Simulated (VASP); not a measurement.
# Ca2Ge3 (P-3m1) in VASP: notebook

The runs below take Ca2Ge3 through single point, relaxation of cell and atoms, with PBE.

All numbers are computed with VASP 6.6.1; they aren't measurements. Logs are shortened: lines on timing, memory, paths and dates and some standing lists are left out, and cuts for length are marked.

### 1 The cell of the first run

It takes space group P-3m1 (No. 164, trigonal). The conventional cell has a = 3.927 Å, b = 3.927 Å, c = 9.581 Å, α = 90.00°, β = 90.00°, γ = 120.00°. Ca (site symmetry 3m) has 7 Ge at 3.06 to 3.30 Å and 6 Ca at 3.93 Å within 4.0 Å. Ge (site symmetry 3m) has 3 Ge at 2.54 Å and 4 Ca at 3.13 to 3.30 Å within 3.3 Å. Within 4.0 Å of Ge (site symmetry -3m) lie 6 Ca at 3.06 Å and 6 Ge at 3.93 Å.

### 2 Single point, PBE

Input file INCAR:

```
PREC     = Accurate       # precision mode
ENCUT    = 520            # plane-wave cutoff, eV
EDIFF    = 1E-6           # SCF threshold, eV
ISMEAR   = 0              # smearing method
SIGMA    = 0.1            # smearing width, eV
LREAL    = F              # projectors in reciprocal space
LASPH    = T              # aspherical terms in the spheres
NELM     = 100            # most SCF steps
ALGO     = Normal         # electronic algorithm
ISIF     = 2              # what is computed and relaxed
LWAVE    = F              # write WAVECAR
LCHARG   = F              # write CHGCAR
GGA      = PE             # functional
NBANDS   = 39             # bands
```

Input file KPOINTS:

```
regular mesh
0
Gamma
  6 6 2
```

Input file POSCAR:

```
Ca2Ge3
1.0
    3.9267195327      0.0000000030      0.0000000000
   -1.9633597690      3.4006388674      0.0000000000
    0.0000000000      0.0000000000      9.5809546371
Ca Ge
2 3
Direct
    0.3333333333      0.6666666667      0.2847744788
    0.6666666667      0.3333333333      0.7152255212
    0.3333333333      0.6666666667      0.9407129165
    0.6666666667      0.3333333333      0.0592870835
    0.0000000000      0.0000000000      0.5000000000
```

Potentials or basis: VASP PAW PBE potentials, release 64 (Ca_sv, Ge_d).

Started as:

```
$ cat potpaw_PBE.64/Ca_sv/POTCAR potpaw_PBE.64/Ge_d/POTCAR > POTCAR
$ mpirun -np 1 vasp_std > vasp.out
```

OUTCAR:

```text
PREC = Accurate
   ENCUT = 520
   EDIFF = 1E-6
   ISMEAR = 0
   LREAL = F
   LASPH = T
   NELM = 100
   ISIF = 2
   GGA = PE

 ion  position               nearest neighbor table
   1  0.333  0.667  0.285-
   2  0.667  0.333  0.715-
   3  0.333  0.667  0.941-   4 2.54   4 2.54   4 2.54
   4  0.667  0.333  0.059-   3 2.54   3 2.54   3 2.54
   5  0.000  0.000  0.500-

  LATTYP: Found a hexagonal cell.
 ALAT       =     3.9267195327
 C/A-ratio  =     2.4399386198

  Lattice vectors:

 A1 = (   3.9267195327,   0.0000000030,   0.0000000000)
 A2 = (  -1.9633597690,   3.4006388674,   0.0000000000)
 A3 = (   0.0000000000,   0.0000000000,   9.5809546371)

Analysis of symmetry for initial positions (statically):
=====================================================================
 Subroutine PRICEL returns:
 Original cell was already a primitive cell.

 Routine SETGRP: Setting up the symmetry group for a
 hexagonal supercell.

 Subroutine GETGRP returns: Found 12 space group operations
 (whereof 12 operations were pure point group operations)
 out of a pool of 24 trial point group operations.

The static configuration has the point symmetry D_3d.

Analysis of symmetry for dynamics (positions and initial velocities):
=====================================================================
 Subroutine PRICEL returns:
 Original cell was already a primitive cell.

 Routine SETGRP: Setting up the symmetry group for a
 hexagonal supercell.

 Subroutine GETGRP returns: Found 12 space group operations
 (whereof 12 operations were pure point group operations)
 out of a pool of 24 trial point group operations.

The dynamic configuration has the point symmetry D_3d.

 Subroutine INISYM returns: Found 12 space group operations
 (whereof 12 operations are pure point group operations),
 and found     1 'primitive' translations

----------------------------------------------------------------------------------------

                                     Primitive cell

  volume of cell :     127.9379

  direct lattice vectors                    reciprocal lattice vectors
     3.926719533  0.000000003  0.000000000     0.254665502  0.147031196  0.000000000
    -1.963359769  3.400638867  0.000000000    -0.000000000  0.294062392  0.000000000
     0.000000000  0.000000000  9.580954637     0.000000000  0.000000000  0.104373733

  length of vectors
     3.926719533  3.926719533  9.580954637     0.294062392  0.294062392  0.104373733

  position of ions in fractional coordinates (direct lattice)
     0.333333333  0.666666667  0.284774479
     0.666666667  0.333333333  0.715225521
     0.333333333  0.666666667  0.940712916
     0.666666667  0.333333333  0.059287084
     0.000000000  0.000000000  0.500000000

  ion indices of the primitive-cell ions
   primitive index   ion index
                 1           1
                 2           2
                 3           3
                 4           4
                 5           5

----------------------------------------------------------------------------------------

 KPOINTS: regular mesh

Automatic generation of k-mesh.
 Grid dimensions read from file:
 generate k-points for:    6    6    2

 Generating k-lattice:

  Cartesian coordinates                     Fractional coordinates (reciprocal lattice)
     0.042444250  0.024505199  0.000000000     0.166666667  0.000000000  0.000000000
    -0.000000000  0.049010399  0.000000000     0.000000000  0.166666667  0.000000000
     0.000000000  0.000000000  0.052186866     0.000000000  0.000000000  0.500000000

  Length of vectors
     0.049010399  0.049010399  0.052186866

  Shift w.r.t. Gamma in fractional coordinates (k-lattice)
     0.000000000  0.000000000  0.000000000

 Subroutine IBZKPT returns following result:
 ===========================================

 Found     14 irreducible k-points:

 Following reciprocal coordinates:
            Coordinates               Weight
  0.000000  0.000000  0.000000      1.000000
  0.166667 -0.000000  0.000000      6.000000
  0.333333  0.000000  0.000000      6.000000
  0.500000  0.000000  0.000000      3.000000
  0.166667  0.166667  0.000000      6.000000
  0.333333  0.166667  0.000000     12.000000
  0.333333  0.333333  0.000000      2.000000
  0.000000  0.000000  0.500000      1.000000
  0.166667 -0.000000  0.500000      6.000000
  0.333333  0.000000  0.500000      6.000000
  0.500000  0.000000  0.500000      3.000000
  0.166667  0.166667  0.500000      6.000000
  0.333333  0.166667  0.500000     12.000000
  0.333333  0.333333  0.500000      2.000000
   k-points           NKPTS =     14   k-points in BZ     NKDIM =     14   number of bands    NBANDS=     39
   number of dos      NEDOS =    301   number of ions     NIONS =      5
   total plane-waves  NPLWV =  64800
   dimension x,y,z NGX =    30 NGY =   30 NGZ =   72
   dimension x,y,z NGXF=    60 NGYF=   60 NGZF=  144
   ions per type =               2   3
   NGX,Y,Z   is equivalent  to a cutoff of  12.70, 12.70, 12.49 a.u.
   NGXF,Y,Z  is equivalent  to a cutoff of  25.40, 25.40, 24.99 a.u.
 SYSTEM =  unknown system
   PREC   = accura    normal or accurate (medium, high low for compatibility)
   ISTART =      0    job   : 0-new  1-cont  2-samecut
   ICHARG =      2    charge: 1-file 2-atom 10-const
   ISPIN  =      1    spin polarized calculation?
   LNONCOLLINEAR =      F non collinear calculations
   LSORBIT =      F    spin-orbit coupling
   LASPH  =      T    aspherical Exc in radial PAW
   ENCUT  =  520.0 eV  38.22 Ry    6.18 a.u.   7.30  7.30 17.81*2*pi/ulx,y,z
   NELM   =    100;   NELMIN=  2; NELMDL= -5     # of ELM steps
   EDIFF  = 0.1E-05   stopping-criterion for ELM
   LREAL  =      F    real-space projection
   EDIFFG = 0.1E-04   stopping-criterion for IOM
   NSW    =      0    number of steps for IOM
   IBRION =     -1    ionic relax: 0-MD 1-quasi-New 2-CG
   NFREE  =      0    steps in history (QN), initial steepest desc. (CG)
   ISIF   =      2    stress and relaxation
   ISYM   =      2    0-nonsym 1-usesym 2-fastsym
   POTIM  = 0.5000    time-step for ionic-motion
   TEBEG  =    0.0;   TEEND  =   0.0 temperature during run
   PSTRESS=    0.0 pullay stress
   NELECT =      62.0000    total number of electrons
   NUPDOWN=      -1.0000    fix difference up-down
   EMIN   =  10.00;   EMAX   =-10.00  energy-range for DOS
   EFERMI =   0.00;   METHOD = LEGACY
   ISMEAR =     0;   SIGMA  =   0.10  broadening in eV -4-tet -1-fermi 0-gaus
   EFERMI_NEDOS =   21; number of points for ismear=-14 and -15
   IALGO  =     38    algorithm
   IMIX   =      4    mixing-type and parameters
     AMIX     =   0.40;   BMIX     =  1.00
     AMIX_MAG =   1.60;   BMIX_MAG =  1.00
  volume/ion in A,a.u.               =      25.59       172.67
  Fermi-wavevector in a.u.,A,eV,Ry     =   1.285895  2.429990 22.497603  1.653527
  Thomas-Fermi vector in A             =   2.418002
   LORBIT       =      0    0 simple, 1 ext, 2 COOP (PROOUT), +10 PAW based schemes
   GGA     = PE    functional components
   LHFCALC =     F    Hartree Fock is set to
   AEXX    =    0.0000 exact exchange contribution
   IVDW    =     0    specifies the selected vdW correction
   LEPSILON=     F    determine dielectric tensor
   LRPA    =     F    only Hartree local field effects (RPA)
 non-spin polarized calculation
 Gauss-broadening in eV      SIGMA  =   0.10
  energy-cutoff  :      520.00
  volume of cell :      127.94
 maximum number of plane-waves:      3492
 NGX is ok and might be reduce to    30
   NGX = 15   NGY = 15   NGZ = 35

 number of electron      62.0000004 magnetization

 Free energy of the ion-electron system (eV)
  ---------------------------------------------------
  ext. energy  EPLUGINS =         0.00000000
  ---------------------------------------------------
  free energy    TOTEN  =       -19.50254513 eV

  energy without entropy =      -19.49095638  energy(sigma->0) =      -19.49675076

 E-fermi :   3.6495     XC(G=0):  -9.4984

 val. band max:        3.5883838909   @ k =   0.3333   0.1667   0.5000
 cond. band min:       3.7283665743   @ k =   0.0000   0.0000   0.5000
 fundamental gap:      0.1399826834
 Fermi energy:         3.6495244797

 k-point     1 :       0.0000    0.0000    0.0000
  band No.  band energies     occupation
      1     -37.0695      2.00000
      2     -37.0688      2.00000
      3     -20.4739      2.00000
      4     -20.4739      2.00000
      5     -20.4051      2.00000
      6     -20.4051      2.00000
[... 31 lines left out ...]
     38       7.2404      0.00000
     39       7.2946      0.00000

 k-point     2 :       0.1667   -0.0000    0.0000
  band No.  band energies     occupation
      1     -37.0671      2.00000
      2     -37.0665      2.00000
      3     -20.4744      2.00000
      4     -20.4647      2.00000
      5     -20.4004      2.00000
      6     -20.3926      2.00000
[... 31 lines left out ...]
     38       7.6163      0.00000
     39       7.6521      0.00000

 k-point     3 :       0.3333    0.0000    0.0000
  band No.  band energies     occupation
      1     -37.0623      2.00000
      2     -37.0620      2.00000
      3     -20.4736      2.00000
      4     -20.4391      2.00000
      5     -20.3939      2.00000
      6     -20.3638      2.00000
[... 31 lines left out ...]
     38       7.7768      0.00000
     39       8.0325      0.00000

 k-point     4 :       0.5000    0.0000    0.0000
  band No.  band energies     occupation
      1     -37.0599      2.00000
      2     -37.0597      2.00000
      3     -20.4725      2.00000
      4     -20.4172      2.00000
      5     -20.3899      2.00000
      6     -20.3582      2.00000
[... 31 lines left out ...]
     38       8.1160      0.00000
     39       8.2569      0.00000
[... 334 lines left out ...]
     38       7.5685      0.00000
     39       7.7431      0.00000

 k-point    13 :       0.3333    0.1667    0.5000
  band No.  band energies     occupation
      1     -37.0599      2.00000
      2     -37.0597      2.00000
      3     -20.4770      2.00000
      4     -20.4102      2.00000
      5     -20.3830      2.00000
      6     -20.3602      2.00000
[... 31 lines left out ...]
     38       7.7553      0.00000
     39       8.2476      0.00000

 k-point    14 :       0.3333    0.3333    0.5000
  band No.  band energies     occupation
      1     -37.0586      2.00000
      2     -37.0586      2.00000
      3     -20.4795      2.00000
      4     -20.3784      2.00000
      5     -20.3784      2.00000
      6     -20.3526      2.00000
[... 31 lines left out ...]
     38       8.1529      0.00000
     39       8.1553      0.00000

------------------------ aborting loop because EDIFF is reached ----------------------------------------

  FORCE on cell =-STRESS in cart. coord.  units (eV):
  Direction    XX          YY          ZZ          XY          YZ          ZX
  --------------------------------------------------------------------------------------
  -------------------------------------------------------------------------------------
  Total        0.0928546      0.0928546      0.0632584     -0.0000000     -0.0000000      0.0000000
  in kB        1.1628264      1.1628264      0.7921909     -0.0000000     -0.0000000      0.0000000
  external PRESSURE =       1.0392812 kB  Pullay stress =       0.0000000 kB

 VOLUME and BASIS-vectors are now :
 -----------------------------------------------------------------------------
  energy-cutoff  :      520.00
  volume of cell :      127.94
      direct lattice vectors                 reciprocal lattice vectors
     3.926719533  0.000000003  0.000000000     0.254665502  0.147031196  0.000000000
    -1.963359769  3.400638867  0.000000000    -0.000000000  0.294062392  0.000000000
     0.000000000  0.000000000  9.580954637     0.000000000  0.000000000  0.104373733

 POSITION                                       TOTAL-FORCE (eV/Angst)
 -----------------------------------------------------------------------------------
     -0.00000      2.26709      2.72841        -0.000000     -0.000000     -0.002359
      1.96336      1.13355      6.85254         0.000000      0.000000      0.002359
     -0.00000      2.26709      9.01293        -0.000000     -0.000000     -0.028615
      1.96336      1.13355      0.56803        -0.000000      0.000000      0.028615
      0.00000      0.00000      4.79048         0.000000     -0.000000      0.000000
 -----------------------------------------------------------------------------------
    total drift:                               -0.000000      0.000000      0.000000

  FREE ENERGIE OF THE ION-ELECTRON SYSTEM (eV)
  ---------------------------------------------------
  free  energy   TOTEN  =       -19.5025451346 eV

  energy  without entropy=      -19.4909563827  energy(sigma->0) =      -19.49675076
```

It took 80 s on 1 thread of Intel Xeon Platinum 8259CL at 2.50GHz (Skylake/Cascade Lake), shared host; peak memory 0.26 GiB.

Results:

| Property | Result |
| --- | --- |
| Free energy | -19.5025 eV |
| Pressure | 0.1 GPa |
| Largest force | 0.029 eV/Å |
| Band gap on the k mesh | zero (band 31 reaches 5.09 eV, above the bottom of band 32 at 3.00 eV) |

Forces in eV/Å, atoms in the order of the input:
```
Ca   0.000  0.000 -0.002
Ca   0.000  0.000  0.002
Ge   0.000  0.000 -0.029
Ge   0.000  0.000  0.029
Ge   0.000  0.000  0.000
```

(Part 1 of 3 ends here.)
